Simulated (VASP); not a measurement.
# Cu (Fm-3m) in VASP: a series of runs

The runs below take Cu through single point, with PBEsol.

Program: VASP 6.6.1. These are calculated values, not measurements. Logs are shortened: lines on timing, memory, paths and dates and some standing lists are left out, and cuts for length are marked.

## 1. The cell of the first run

It takes space group Fm-3m (No. 225, cubic). The conventional cell has a = 3.562 Å, b = 3.562 Å, c = 3.562 Å, α = 90.00°, β = 90.00°, γ = 90.00°. Within 3.3 Å of Cu (site symmetry m-3m) lie 12 Cu at 2.52 Å.

## 2. Single point, PBEsol

INCAR reads:

```
PREC = Accurate
ENCUT = 520
EDIFF = 1E-6
ISMEAR = 0
SIGMA = 0.05
LREAL = F
LASPH = T
NELM = 60
ALGO = Normal
ISIF = 2
LWAVE = F
LCHARG = T
GGA = PS
LELF = T
LVHAR = T
NBANDS = 12
```

KPOINTS reads:

```
regular mesh
0
Gamma
  20 20 20
```

POSCAR reads:

```
Cu
1.0
    0.0000000000      1.7809868751      1.7809868751
    1.7809868751      0.0000000000      1.7809868751
    1.7809868751      1.7809868751      0.0000000000
Cu
1
Direct
    0.0000000000      0.0000000000      0.0000000000
```

Potentials or basis: VASP PAW PBE potentials, release 64 (Cu).

Launch:

```console
$ cat potpaw_PBE.64/Cu/POTCAR > POTCAR
$ mpirun -np 1 vasp_std > vasp.out
```

OUTCAR:

```text
PREC = Accurate
   ENCUT = 520
   EDIFF = 1E-6
   ISMEAR = 0
   LREAL = F
   LASPH = T
   NELM = 60
   ISIF = 2
   GGA = PS

 ion  position               nearest neighbor table
   1  0.000  0.000  0.000-

  LATTYP: Found a face centered cubic cell.
 ALAT       =     3.5619737502

  Lattice vectors:

 A1 = (   0.0000000000,   1.7809868751,   1.7809868751)
 A2 = (   1.7809868751,   0.0000000000,   1.7809868751)
 A3 = (   1.7809868751,   1.7809868751,   0.0000000000)

Analysis of symmetry for initial positions (statically):
=====================================================================
 Subroutine PRICEL returns:
 Original cell was already a primitive cell.

 Routine SETGRP: Setting up the symmetry group for a
 face centered cubic supercell.

 Subroutine GETGRP returns: Found 48 space group operations
 (whereof 48 operations were pure point group operations)
 out of a pool of 48 trial point group operations.

The static configuration has the point symmetry O_h .

Analysis of symmetry for dynamics (positions and initial velocities):
=====================================================================
 Subroutine PRICEL returns:
 Original cell was already a primitive cell.

 Routine SETGRP: Setting up the symmetry group for a
 face centered cubic supercell.

 Subroutine GETGRP returns: Found 48 space group operations
 (whereof 48 operations were pure point group operations)
 out of a pool of 48 trial point group operations.

The dynamic configuration has the point symmetry O_h .

 Subroutine INISYM returns: Found 48 space group operations
 (whereof 48 operations are pure point group operations),
 and found     1 'primitive' translations

----------------------------------------------------------------------------------------

                                     Primitive cell

  volume of cell :      11.2983

  direct lattice vectors                    reciprocal lattice vectors
     0.000000000  1.780986875  1.780986875    -0.280743226  0.280743226  0.280743226
     1.780986875  0.000000000  1.780986875     0.280743226 -0.280743226  0.280743226
     1.780986875  1.780986875  0.000000000     0.280743226  0.280743226 -0.280743226

  length of vectors
     2.518695793  2.518695793  2.518695793     0.486261531  0.486261531  0.486261531

  position of ions in fractional coordinates (direct lattice)
     0.000000000  0.000000000  0.000000000

  ion indices of the primitive-cell ions
   primitive index   ion index
                 1           1

----------------------------------------------------------------------------------------

 KPOINTS: regular mesh

Automatic generation of k-mesh.
 Grid dimensions read from file:
 generate k-points for:   20   20   20

 Generating k-lattice:

  Cartesian coordinates                     Fractional coordinates (reciprocal lattice)
    -0.014037161  0.014037161  0.014037161     0.050000000  0.000000000  0.000000000
     0.014037161 -0.014037161  0.014037161     0.000000000  0.050000000  0.000000000
     0.014037161  0.014037161 -0.014037161     0.000000000  0.000000000  0.050000000

  Length of vectors
     0.024313077  0.024313077  0.024313077

  Shift w.r.t. Gamma in fractional coordinates (k-lattice)
     0.000000000  0.000000000  0.000000000

 Subroutine IBZKPT returns following result:
 ===========================================

 Found    256 irreducible k-points:

 Following reciprocal coordinates:
            Coordinates               Weight
  0.000000  0.000000  0.000000      1.000000
  0.050000  0.000000  0.000000      8.000000
  0.100000  0.000000  0.000000      8.000000
  0.150000  0.000000  0.000000      8.000000
  0.200000  0.000000  0.000000      8.000000
  0.250000  0.000000  0.000000      8.000000
[... 16 lines left out ...]
 -0.400000  0.050000  0.000000     24.000000
 -0.350000  0.050000  0.000000     24.000000
 [... further k-points ...]
   k-points           NKPTS =    256   k-points in BZ     NKDIM =    256   number of bands    NBANDS=     12
   number of dos      NEDOS =    301   number of ions     NIONS =      1
   total plane-waves  NPLWV =   8000
   dimension x,y,z NGX =    20 NGY =   20 NGZ =   20
   dimension x,y,z NGXF=    40 NGYF=   40 NGZF=   40
   ions per type =               1
   NGX,Y,Z   is equivalent  to a cutoff of  13.20, 13.20, 13.20 a.u.
   NGXF,Y,Z  is equivalent  to a cutoff of  26.40, 26.40, 26.40 a.u.
 SYSTEM =  unknown system
   PREC   = accura    normal or accurate (medium, high low for compatibility)
   ISTART =      0    job   : 0-new  1-cont  2-samecut
   ICHARG =      2    charge: 1-file 2-atom 10-const
   ISPIN  =      1    spin polarized calculation?
   LNONCOLLINEAR =      F non collinear calculations
   LSORBIT =      F    spin-orbit coupling
   LASPH  =      T    aspherical Exc in radial PAW
   ENCUT  =  520.0 eV  38.22 Ry    6.18 a.u.   4.68  4.68  4.68*2*pi/ulx,y,z
   NELM   =     60;   NELMIN=  2; NELMDL= -5     # of ELM steps
   EDIFF  = 0.1E-05   stopping-criterion for ELM
   LREAL  =      F    real-space projection
   EDIFFG = 0.1E-04   stopping-criterion for IOM
   NSW    =      0    number of steps for IOM
   IBRION =     -1    ionic relax: 0-MD 1-quasi-New 2-CG
   NFREE  =      0    steps in history (QN), initial steepest desc. (CG)
   ISIF   =      2    stress and relaxation
   ISYM   =      2    0-nonsym 1-usesym 2-fastsym
   POTIM  = 0.5000    time-step for ionic-motion
   TEBEG  =    0.0;   TEEND  =   0.0 temperature during run
   PSTRESS=    0.0 pullay stress
   NELECT =      11.0000    total number of electrons
   NUPDOWN=      -1.0000    fix difference up-down
   EMIN   =  10.00;   EMAX   =-10.00  energy-range for DOS
   EFERMI =   0.00;   METHOD = LEGACY
   ISMEAR =     0;   SIGMA  =   0.05  broadening in eV -4-tet -1-fermi 0-gaus
   EFERMI_NEDOS =   21; number of points for ismear=-14 and -15
   IALGO  =     38    algorithm
   IMIX   =      4    mixing-type and parameters
     AMIX     =   0.40;   BMIX     =  1.00
     AMIX_MAG =   1.60;   BMIX_MAG =  1.00
  volume/ion in A,a.u.               =      11.30        76.24
  Fermi-wavevector in a.u.,A,eV,Ry     =   1.622563  3.066200 35.820221  2.632712
  Thomas-Fermi vector in A             =   2.716156
   LORBIT       =      0    0 simple, 1 ext, 2 COOP (PROOUT), +10 PAW based schemes
   GGA     = PS    functional components
   LHFCALC =     F    Hartree Fock is set to
   AEXX    =    0.0000 exact exchange contribution
   IVDW    =     0    specifies the selected vdW correction
   LEPSILON=     F    determine dielectric tensor
   LRPA    =     F    only Hartree local field effects (RPA)
 non-spin polarized calculation
 Gauss-broadening in eV      SIGMA  =   0.05
  energy-cutoff  :      520.00
  volume of cell :       11.30
 maximum number of plane-waves:       322
   NGX =  9   NGY =  9   NGZ =  9

 number of electron      11.0000013 magnetization

 Free energy of the ion-electron system (eV)
  ---------------------------------------------------
  ext. energy  EPLUGINS =         0.00000000
  ---------------------------------------------------
  free energy    TOTEN  =        -4.30937670 eV

  energy without entropy =       -4.30905923  energy(sigma->0) =       -4.30921797

 E-fermi :   7.9255     XC(G=0): -13.1684

 val. band max:        7.8730991647   @ k =   0.4500   0.3000   0.0000
 cond. band min:       7.9319026782   @ k =   0.5000   0.2500   0.1000
 fundamental gap:      0.0588035135
 Fermi energy:         7.9255269496

 k-point     1 :       0.0000    0.0000    0.0000
  band No.  band energies     occupation
      1      -1.7721      2.00000
      2       4.7967      2.00000
      3       4.7967      2.00000
      4       4.7967      2.00000
      5       5.6881      2.00000
      6       5.6881      2.00000
      7      30.8975      0.00000
      8      33.8590      0.00000
      9      33.8590      0.00000
     10      33.8590      0.00000
     11      36.3794      0.00000
     12      36.3794      0.00000

 k-point     2 :       0.0500    0.0000    0.0000
  band No.  band energies     occupation
      1      -1.6779      2.00000
      2       4.7755      2.00000
      3       4.8154      2.00000
      4       4.8154      2.00000
      5       5.6804      2.00000
      6       5.6804      2.00000
      7      30.4431      0.00000
      8      32.5574      0.00000
      9      33.5489      0.00000
     10      33.5489      0.00000
     11      36.8187      0.00000
     12      36.8187      0.00000

 k-point     3 :       0.1000    0.0000    0.0000
  band No.  band energies     occupation
      1      -1.3980      2.00000
      2       4.7167      2.00000
      3       4.8656      2.00000
      4       4.8656      2.00000
      5       5.6632      2.00000
      6       5.6632      2.00000
      7      28.4989      0.00000
      8      31.7714      0.00000
      9      32.9493      0.00000
     10      32.9493      0.00000
     11      37.7680      0.00000
     12      37.7680      0.00000
[... 286 lines left out ...]
 k-point    23 :      -0.4000    0.0500    0.0000
  band No.  band energies     occupation
      1       2.4992      2.00000
      2       4.7719      2.00000
      3       4.8223      2.00000
      4       5.5214      2.00000
      5       6.1617      2.00000
      6       6.6211      2.00000
      7      13.6035      0.00000
      8      28.2697      0.00000
      9      30.2214      0.00000
     10      31.0594      0.00000
     11      33.9527      0.00000
     12      35.3756      0.00000

 k-point    24 :      -0.3500    0.0500    0.0000
  band No.  band energies     occupation
      1       2.1423      2.00000
      2       4.8262      2.00000
      3       4.8696      2.00000
      4       4.9739      2.00000
      5       6.0228      2.00000
      6       6.3183      2.00000
      7      15.4818      0.00000
      8      28.2272      0.00000
      9      30.6106      0.00000
     10      31.8118      0.00000
     11      34.0261      0.00000
     12      35.8421      0.00000

 [... further k-points ...]
[... 5 lines left out ...]
  --------------------------------------------------------------------------------------
  -------------------------------------------------------------------------------------
  Total        0.0672201      0.0672201      0.0672201      0.0000000      0.0000000      0.0000000
  in kB        9.5323019      9.5323019      9.5323019      0.0000000      0.0000000      0.0000000
  external PRESSURE =       9.5323019 kB  Pullay stress =       0.0000000 kB

 VOLUME and BASIS-vectors are now :
 -----------------------------------------------------------------------------
  energy-cutoff  :      520.00
  volume of cell :       11.30
      direct lattice vectors                 reciprocal lattice vectors
     0.000000000  1.780986875  1.780986875    -0.280743226  0.280743226  0.280743226
     1.780986875  0.000000000  1.780986875     0.280743226 -0.280743226  0.280743226
     1.780986875  1.780986875  0.000000000     0.280743226  0.280743226 -0.280743226

 POSITION                                       TOTAL-FORCE (eV/Angst)
 -----------------------------------------------------------------------------------
      0.00000      0.00000      0.00000         0.000000      0.000000     -0.000000
 -----------------------------------------------------------------------------------
    total drift:                               -0.000000     -0.000000     -0.000000

  FREE ENERGIE OF THE ION-ELECTRON SYSTEM (eV)
  ---------------------------------------------------
  free  energy   TOTEN  =        -4.3093766985 eV

  energy  without entropy=       -4.3090592325  energy(sigma->0) =       -4.30921797
```

Wall time 20 s (1 thread of AMD EPYC 9R45 (Zen 5), shared host); peak memory 0.12 GiB.

What came out:

* Free energy: -4.3094 eV
* Pressure: 1.0 GPa

Levels at points of the mesh, in eV from the Fermi level:
```
           k point  band 4  band 5  band 6  band 7  band 8  band 9
(0.00, 0.00, 0.00)   -3.13   -2.24   -2.24   22.97   25.93   25.93
(0.50, 0.00, 0.00)   -1.63   -1.63   -1.14    4.00   21.44   22.75
(0.50, 0.50, 0.00)   -1.48   -1.48    1.46    7.45   13.41   13.41
```

Caveat: the PAW data sets were made with another functional, which shifts forces and pressure a little.

## 3. Single point, PBEsol

INCAR reads:

```
SYSTEM = Cu
PREC     = Accurate       ! precision mode
ENCUT    = 520            ! plane-wave cutoff, eV
EDIFF    = 1E-6           ! SCF threshold, eV
ISMEAR   = 0              ! smearing method
SIGMA    = 0.05           ! smearing width, eV
LREAL    = .False.        ! projectors in reciprocal space
LASPH    = .True.         ! aspherical terms in the spheres
NELM     = 80             ! most SCF steps
ALGO     = Normal         ! electronic algorithm
ISIF     = 2              ! what is computed and relaxed
LWAVE    = .False.        ! write WAVECAR
LCHARG   = .False.        ! write CHGCAR
GGA      = PS             ! functional
NBANDS   = 12             ! bands
```

KPOINTS reads:

```
Automatic mesh
0
Gamma
  20 20 20
  0 0 0
```

POSCAR reads:

```
Cu
1.0
    0.0000000000      1.7818776702      1.7818776702
    1.7818776702      0.0000000000      1.7818776702
    1.7818776702      1.7818776702      0.0000000000
Cu
1
Direct
    0.0000000000      0.0000000000      0.0000000000
```

Potentials or basis: VASP PAW PBE potentials, release 64 (Cu).

Launch:

```console
$ cat potpaw_PBE.64/Cu/POTCAR > POTCAR
$ mpirun -np 1 vasp_std > vasp.out
```

Wall time 20 s (1 thread of AMD EPYC 9R45 (Zen 5), shared host); peak memory 0.12 GiB.

It converged, with:

```yaml
Free_energy: -4.3095 eV
Pressure: 0.7 GPa
```

Levels at points of the mesh, in eV from the Fermi level:
| k point | band 2 | band 3 | band 4 | band 5 | band 6 | band 7 | band 8 | band 9 | band 10 | band 11 |
| --- | --- | --- | --- | --- | --- | --- | --- | --- | --- | --- |
| (0.00, 0.00, 0.00) | -3.12 | -3.12 | -3.12 | -2.23 | -2.23 | 22.96 | 25.91 | 25.91 | 25.91 | 28.43 |
| (0.50, 0.00, 0.00) | -3.16 | -3.16 | -1.63 | -1.63 | -1.13 | 3.99 | 21.43 | 22.72 | 22.72 | 25.69 |
| (0.50, 0.50, 0.00) | -4.62 | -1.64 | -1.48 | -1.48 | 1.46 | 7.44 | 13.40 | 13.40 | 18.03 | 20.99 |

Caveat: the PAW data sets were made with another functional, which shifts forces and pressure a little.

## 4. Single point, PBEsol

INCAR reads:

```
PREC = Accurate
ENCUT = 520
EDIFF = 1E-7
ISMEAR = 0
SIGMA = 0.05
LREAL = F
LASPH = T
NELM = 60
ALGO = Normal
ISIF = 2
LWAVE = F
LCHARG = F
GGA = PS
NBANDS = 12
```

KPOINTS reads:

```
regular mesh
0
Gamma
  20 20 20
```

POSCAR is that of step 3.

Potentials or basis: VASP PAW PBE potentials, release 64 (Cu).

Launch:

```console
$ cat potpaw_PBE.64/Cu/POTCAR > POTCAR
$ mpirun -np 1 vasp_std > vasp.out
```

OUTCAR:

```text
PREC = Accurate
   ENCUT = 520
   EDIFF = 1E-7
   ISMEAR = 0
   LREAL = F
   LASPH = T
   NELM = 60
   ISIF = 2
   GGA = PS

 ion  position               nearest neighbor table
   1  0.000  0.000  0.000-

  LATTYP: Found a face centered cubic cell.
 ALAT       =     3.5637553404

  Lattice vectors:

 A1 = (   0.0000000000,   1.7818776702,   1.7818776702)
 A2 = (   1.7818776702,   0.0000000000,   1.7818776702)
 A3 = (   1.7818776702,   1.7818776702,   0.0000000000)

Analysis of symmetry for initial positions (statically):
[... 528 lines left out ...]
      4       4.9596      2.00000
      5       6.0055      2.00000
      6       6.3004      2.00000
      7      15.4532      0.00000
      8      28.1906      0.00000
      9      30.5741      0.00000
     10      31.7669      0.00000
     11      33.9847      0.00000
     12      35.7982      0.00000

 [... further k-points ...]
[... 5 lines left out ...]
  --------------------------------------------------------------------------------------
  -------------------------------------------------------------------------------------
  Total        0.0488337      0.0488337      0.0488337     -0.0000000      0.0000000      0.0000000
  in kB        6.9145916      6.9145916      6.9145916     -0.0000000      0.0000000      0.0000000
  external PRESSURE =       6.9145916 kB  Pullay stress =       0.0000000 kB

 VOLUME and BASIS-vectors are now :
 -----------------------------------------------------------------------------
  energy-cutoff  :      520.00
  volume of cell :       11.32
      direct lattice vectors                 reciprocal lattice vectors
     0.000000000  1.781877670  1.781877670    -0.280602877  0.280602877  0.280602877
     1.781877670  0.000000000  1.781877670     0.280602877 -0.280602877  0.280602877
     1.781877670  1.781877670  0.000000000     0.280602877  0.280602877 -0.280602877

 POSITION                                       TOTAL-FORCE (eV/Angst)
 -----------------------------------------------------------------------------------
      0.00000      0.00000      0.00000        -0.000000     -0.000000     -0.000000
 -----------------------------------------------------------------------------------
    total drift:                               -0.000000     -0.000000     -0.000000

  FREE ENERGIE OF THE ION-ELECTRON SYSTEM (eV)
  ---------------------------------------------------
  free  energy   TOTEN  =        -4.3094741422 eV

  energy  without entropy=       -4.3091596437  energy(sigma->0) =       -4.30931689
```

OSZICAR:

```text
N       E                     dE             d eps       ncg     rms          rms(c)
DAV:   1     0.418648373892E+02    0.41865E+02   -0.53798E+03  6756   0.155E+03
DAV:   2    -0.413966639593E+01   -0.46005E+02   -0.42389E+02  6300   0.206E+02
DAV:   3    -0.539998154778E+01   -0.12603E+01   -0.12519E+01  7192   0.392E+01
DAV:   4    -0.540745485812E+01   -0.74733E-02   -0.74721E-02  7052   0.267E+00
DAV:   5    -0.540752043876E+01   -0.65581E-04   -0.65579E-04  7244   0.252E-01    0.842E+00
DAV:   6    -0.473598212047E+01    0.67154E+00   -0.16942E+01  7308   0.786E+01    0.412E+00
DAV:   7    -0.432447908006E+01    0.41150E+00   -0.25438E+00  7328   0.304E+01    0.599E-01
DAV:   8    -0.431114932801E+01    0.13330E-01   -0.51695E-03  7096   0.106E+00    0.304E-01
DAV:   9    -0.430946507086E+01    0.16843E-02   -0.90295E-03  7604   0.162E+00    0.211E-02
DAV:  10    -0.430947308965E+01   -0.80188E-05   -0.29662E-05  8768   0.870E-02    0.548E-03
DAV:  11    -0.430947412478E+01   -0.10351E-05   -0.43017E-07  7536   0.103E-02    0.318E-04
DAV:  12    -0.430947414216E+01   -0.17382E-07   -0.94190E-09  4152   0.147E-03
   1 F= -.43094741E+01 E0= -.43093169E+01  d E =-.314498E-03
```

Run time: 21 s. Hardware: 1 thread of AMD EPYC 9R45 (Zen 5), shared host; peak memory 0.12 GiB.

What came out:

| Item | Value |
| --- | --- |
| Free energy | -4.3095 eV |
| Pressure | 0.7 GPa |

Caveat: the PAW data sets were made with another functional, which shifts forces and pressure a little.

## 5. Single point, PBEsol

This run uses another cell than the first one, of 11.76 Å³/atom, 1.041 times its volume.

INCAR reads:

```
  ALGO = Normal
  EDIFF = 1E-6
  ENCUT = 520
  GGA = PS
  ISIF = 2
  ISMEAR = 0
  LASPH = True
  LCHARG = False
  LREAL = False
  LWAVE = False
  NBANDS = 12
  NELM = 60
  PREC = Accurate
  SIGMA = 0.05
```

KPOINTS reads:

```
k-points
0
Gamma
  20 20 20
```

POSCAR reads:

```
Cu
1.0
    0.0000000000      1.8050000000      1.8050000000
    1.8050000000      0.0000000000      1.8050000000
    1.8050000000      1.8050000000      0.0000000000
Cu
1
Direct
    0.0000000000      0.0000000000      0.0000000000
```

Launch:

```console
$ cat potpaw_PBE.64/Cu/POTCAR > POTCAR
$ mpirun -np 1 vasp_std > vasp.out
```

Wall time 21 s (1 thread of AMD EPYC 9R45 (Zen 5), shared host); peak memory 0.11 GiB.

Results (log left out):

```yaml
Free_energy: -4.3031 eV
Pressure: -5.2 GPa
```

Levels at points of the mesh, in eV from the Fermi level:
| k point | band 2 | band 3 | band 4 | band 5 | band 6 | band 7 | band 8 | band 9 | band 10 | band 11 |
| --- | --- | --- | --- | --- | --- | --- | --- | --- | --- | --- |
| (0.00, 0.00, 0.00) | -2.99 | -2.99 | -2.99 | -2.15 | -2.15 | 22.66 | 25.31 | 25.31 | 25.31 | 27.79 |
| (0.50, 0.00, 0.00) | -3.02 | -3.02 | -1.58 | -1.58 | -1.01 | 3.80 | 21.15 | 22.12 | 22.12 | 25.14 |
| (0.50, 0.50, 0.00) | -4.40 | -1.60 | -1.44 | -1.44 | 1.50 | 7.17 | 13.11 | 13.11 | 17.64 | 20.35 |

Caveat: the PAW data sets were made with another functional, which shifts forces and pressure a little.

## 6. Overview

```csv
cell,gap on the mesh (eV),pressure (GPa)
"a = 2.519 Å, angles 60.0°, 1 atom",none,1.0
"a = 2.520 Å, angles 60.0°, 1 atom",none,0.7
"a = 2.553 Å, angles 60.0°, 1 atom",none,-5.2
```

Alike in all rows: task single point; level PBEsol; potentials or basis VASP PAW PBE potentials, release 64 (Cu); no spin polarisation; k mesh 20 × 20 × 20; cutoff (eV) 520; smearing gaussian 0.05 eV.

Caveats: the PAW data sets were made with another functional, which shifts forces and pressure a little.

Total energies depend on the potentials used, so only differences within one code and one set of settings carry meaning.
